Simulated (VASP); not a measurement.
Write the native input for VASP 6.6.1 that does the following.

| Item | Value |
| --- | --- |
| Task | single point |
| Functional | PBE |
| Potentials or basis | VASP PAW PBE potentials, release 64 (Cu, Os) |
| Cutoff | 520 eV |
| k mesh | 8 × 8 × 8 |
| Occupations | gaussian, width 0.1 eV |
| Spin | no spin polarisation |
| Dipole correction | no |
| Further INCAR settings | ALGO = Normal; EDIFF = 1e-06; NBANDS = 22 |

The structure of Cu2Os lies in POSCAR:

```
Cu2Os
1.0
   -1.5633317026      1.5633317026      3.8350480830
    1.5633317026     -1.5633317026      3.8350480830
    1.5633317026      1.5633317026     -3.8350480830
Cu Os
2 1
Direct
    0.6650000000      0.6650000000      0.0000000000
    0.3350000000      0.3350000000      0.0000000000
    0.0000000000      0.0000000000      0.0000000000
```

The input as run:

INCAR

```
SYSTEM = Cu2Os
PREC     = Accurate       ! precision mode
ENCUT    = 520            ! plane-wave cutoff, eV
EDIFF    = 1E-6           ! SCF threshold, eV
ISMEAR   = 0              ! smearing method
SIGMA    = 0.1            ! smearing width, eV
LREAL    = .False.        ! projectors in reciprocal space
LASPH    = .True.         ! aspherical terms in the spheres
NELM     = 60             ! most SCF steps
ALGO     = Normal         ! electronic algorithm
ISIF     = 2              ! what is computed and relaxed
LWAVE    = .False.        ! write WAVECAR
LCHARG   = .True.         ! write CHGCAR
GGA      = PE             ! functional
LELF     = .True.         ! ELF
LVHAR    = .True.       
NBANDS   = 22             ! bands
```

KPOINTS

```
regular mesh
0
Gamma
  8 8 8
  0 0 0
```

Potentials or basis: VASP PAW PBE potentials, release 64 (Cu, Os).

The run is started by

```console
$ cat potpaw_PBE.64/Cu/POTCAR potpaw_PBE.64/Os/POTCAR > POTCAR
$ mpirun -np 1 vasp_std > vasp.out
```

It gave:

```json
{"Pressure": "9.4 GPa", "Largest force": "0.620 eV/Å", "Band gap on the k mesh": "zero (band 15 reaches 9.37 eV, above the bottom of band 16 at 7.93 eV)"}
```

Caveat: spin-orbit coupling is left out, which moves the levels of the heavy elements.

Wall time 44 s on 1 thread of Intel(R) Xeon(R) Platinum 8488C (Sapphire Rapids), with other jobs on the host, peak memory 0.23 GiB.
